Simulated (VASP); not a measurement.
Set up this calculation in VASP 6.6.1, as the native input.

```yaml
Task: single point
Functional: PBEsol
Potentials_or_basis: VASP PAW PBE potentials, release 64 (Al, Cu)
Cutoff: 520 eV
k_mesh: 12 × 12 × 4
Occupations: gaussian, width 0.15 eV
Spin: no spin polarisation
Dipole_correction: no
Further_INCAR_settings: ALGO = Fast; EDIFF = 1e-07; NBANDS = 46
```

The structure of Al2Cu lies in POSCAR:

```
Al2Cu
1.0
   -2.0246315446     -2.0246315446     -2.8630136682
   -2.0246315446     -2.0246315446      2.8630136682
   -8.7735383352      7.4235140212      0.0000000000
Al Cu
8 4
Direct
   -0.0520937500      0.4479062500      0.3125000000
    0.4895812500     -0.0104187500      0.0625000000
   -0.1354437500      0.3645562500      0.8125000000
    0.4062312500     -0.0937687500      0.5625000000
   -0.0104187500      0.4895812500      0.0625000000
    0.3645562500     -0.1354437500      0.8125000000
   -0.0937687500      0.4062312500      0.5625000000
    0.4479062500     -0.0520937500      0.3125000000
   -0.0312562500     -0.0312562500      0.1875000000
    0.3437187500      0.3437187500      0.9375000000
   -0.1146062500     -0.1146062500      0.6875000000
    0.4270687500      0.4270687500      0.4375000000
```

This cell differs from its parent crystal: the part above a cut slid along it.

One way to write it, as run:

INCAR

```
  PREC = Accurate
  ENCUT = 520
  EDIFF = 1E-7
  ISMEAR = 0
  SIGMA = 0.15
  LREAL = False
  LASPH = True
  NELM = 100
  ALGO = Fast
  ISIF = 2
  LWAVE = False
  LCHARG = False
  GGA = PS
  NBANDS = 46
```

KPOINTS

```
regular mesh
0
Gamma
  12 12 4
```

Potentials or basis: VASP PAW PBE potentials, release 64 (Al, Cu).

The run is started by

```sh
$ cat potpaw_PBE.64/Al/POTCAR potpaw_PBE.64/Cu/POTCAR > POTCAR
$ mpirun -np 1 vasp_std > vasp.out
```

Results of the run:

* Pressure: 3.5 GPa
* Largest force: 4.358 eV/Å
* Band gap on the k mesh: zero (bands 34 and 35 overlap by 3.60 eV)

Caveat: the cell differs from its parent crystal (the part above a cut slid along it); the stress differs along the axes, from -2 to 7 GPa; the PAW data sets were made with another functional, which shifts forces and pressure a little.

It took 46 min on 1 thread of Oxide Virtual Turin-like Processor, on a shared host, peak memory 0.99 GiB.
